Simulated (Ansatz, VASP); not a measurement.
## One calculation of YI, two programs

```
Y I
1.0
     4.20385    0.00000    0.00000
    -2.10192    3.64064    0.00000
     0.00000    0.00000   11.77370
Y I
2 2
Direct
  0.66667 0.33333 0.62673
  0.33333 0.66667 0.37327
  0.33333 0.66667 0.81998
  0.66667 0.33333 0.18002
```

Change from the starting cell: volume scaled by 1.2, PAW files.

Alike in both runs: task single point; functional LDA; k mesh 7 × 7 × 3; occupations fermi-dirac, width 0.05 eV; collinear spin.

|  | VASP | Ansatz |
| --- | --- | --- |
| version | VASP 6.6.1 | Ansatz 0.2.0 |
| potentials or method | VASP PAW LDA potentials, release 64 (Y_sv, I) | PAW with Ansatz's default frozen-core files, scalar-relativistic |
| plane-wave cutoff (eV) | 520 | 420 |
| valence electrons in the cell | 36 | 56 |

VASP gave:

```
pressure (GPa)                                                : -6.5
traceless stress, the component that is largest in VASP (GPa) : -0.59
rms of the force components (eV/Å)                            : 0.483
net moment per atom (μB)                                      : 0.25
size of the moment on the site where the two differ most (μB) : 0.27
```

Problem. Estimate Ansatz's values.

Solution. Pressure (GPa): -6.5; traceless stress, the component that is largest in VASP (GPa): -0.62; rms of the force components (eV/Å): 0.481; net moment per atom (μB): 0.28; size of the moment on the site where the two differ most (μB): 0.27.

LDA's correlation is that of Perdew and Zunger in VASP and of Perdew and Wang (1992) in Ansatz. Site moments also hang on the region over which each program counts them. Atom by atom the forces differ by 0.005 eV/Å (rms over components). VASP's potentials hold 36 valence electrons a cell and Ansatz's 56, so a difference there can come from the potentials and not from the codes.

Spin-orbit coupling is off throughout.
